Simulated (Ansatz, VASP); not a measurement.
## Ge: VASP beside Ansatz

```xyz
2
Lattice="0.0000 2.3169 2.3169 2.3169 0.0000 2.3169 2.3169 2.3169 0.0000" Properties=species:S:1:pos:R:3 pbc="T T T"
Ge   -0.5792   -0.5792   -0.5792
Ge    0.5792    0.5792    0.5792
```

Change from the starting cell: volume scaled by 0.52, LAPW.

Alike in both runs: task single point; functional PBE; k mesh 11 × 11 × 11; occupations fermi-dirac, width 0.08 eV; no spin polarisation.

|  | VASP | Ansatz |
| --- | --- | --- |
| version | VASP 6.6.1 | Ansatz 0.2.0 |
| potentials or method | VASP PAW PBE potentials, release 64 (Ge_d), cutoff 520 eV | all-electron LAPW, scalar-relativistic |

Ansatz gave:

| Property | Result |
| --- | --- |
| pressure (GPa) | 169.6 |

Problem. What did VASP give for the same quantities?

Solution. Pressure (GPa): 172.1.

Both programs put the cell under a high pressure, so it lies far from rest at this level. Ansatz ran all-electron here, and VASP with PAW potentials.

Noted on VASP's run: the cell as given lies far from equilibrium.
